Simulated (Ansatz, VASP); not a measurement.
One calculation of Mo2C3, two programs

```xyz
5
Lattice="3.4248 0.0000 0.0000 0.0000 3.4248 0.0000 0.0000 0.0000 5.1844" Properties=species:S:1:pos:R:3 pbc="T T T"
Mo    1.7124    1.7124    3.8605
Mo    1.7124    1.7124    1.3238
C     0.0000    0.0000    0.0000
C     1.7124    0.0000    0.0000
C     0.0000    1.7124    0.0000
```

Alike in both runs: functional PBE; k mesh 6 × 6 × 4; occupations gaussian, width 0.1 eV; no spin polarisation.

Ansatz relaxed the structure, and its values are those at the end. VASP's run is a single point on that final structure, the one shown.

```csv
,VASP,Ansatz
version,VASP 6.6.1,Ansatz 0.2.0
potentials or method,"VASP PAW PBE potentials, release 64 (Mo_sv, C), cutoff 520 eV","scalar-relativistic, plane waves, PAW"
valence electrons in the cell,40,40
```

Ansatz gave:

- gap on the k mesh at the Fermi level (eV): none
- pressure (GPa): -0.2
- rms of the force components (eV/Å): 0.003

Task: Estimate VASP's values.

Result: gap on the k mesh at the Fermi level (eV): none; pressure (GPa): 0.1; rms of the force components (eV/Å): 0.013.

A gap of «none» marks a metal or a gap that the smearing closes. The functional is the same, so the differences come from potentials, cutoffs and numerics.
